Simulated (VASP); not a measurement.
Wanted: the native input for a VASP 6.6.1 run.

```
Task                   : single point
Functional             : PBEsol
Potentials or basis    : VASP PAW PBE potentials, release 64 (Mg, I)
Cutoff                 : 520 eV
k mesh                 : 6 × 6 × 4
Occupations            : gaussian, width 0.02 eV
Spin                   : no spin polarisation
Dipole correction      : no
Further INCAR settings : ALGO = Normal; EDIFF = 1e-07; NBANDS = 15
```

The structure of MgI2 lies in POSCAR:

```
MgI2
1.0
    4.1307255318      0.0000000000      0.0000000000
   -2.0653627659      3.5773132466      0.0000000000
    0.0000000000      0.0000000000      7.0243352534
Mg I
1 2
Direct
    0.0000000000      0.0000000000      0.0000000000
    0.3333333333      0.6666666667      0.7625121855
    0.6666666667      0.3333333333      0.2374878145
```

One way to write it, as run:

INCAR

```
SYSTEM = MgI2
PREC = Accurate
ENCUT = 520
EDIFF = 1E-7
ISMEAR = 0
SIGMA = 0.02
LREAL = .FALSE.
LASPH = .TRUE.
NELM = 60
ALGO = Normal
ISIF = 2
LWAVE = .FALSE.
LCHARG = .FALSE.
GGA = PS
NBANDS = 15
```

KPOINTS

```
Automatic mesh
0
G
  6 6 4
  0 0 0
```

Potentials or basis: VASP PAW PBE potentials, release 64 (Mg, I).

The run is started by

```sh
$ cat potpaw_PBE.64/Mg/POTCAR potpaw_PBE.64/I/POTCAR > POTCAR
$ mpirun -np 1 vasp_std > vasp.out
```

It gave:

```json
{"Pressure": "0.0 GPa", "Band gap on the k mesh": "3.54 eV, indirect (least direct gap 3.69 eV)"}
```

Caveat: the PAW data sets were made with another functional, which shifts forces and pressure a little; spin-orbit coupling is left out, which moves the levels of the heavy elements; this functional lacks dispersion, which binds the layers, so the pressure and a relaxed spacing across them are unreliable.

Run time: 30 s on 1 thread of Intel(R) Xeon(R) Platinum 8259CL CPU @ 2.50GHz (Skylake/Cascade Lake), on a shared host, peak memory 0.23 GiB.
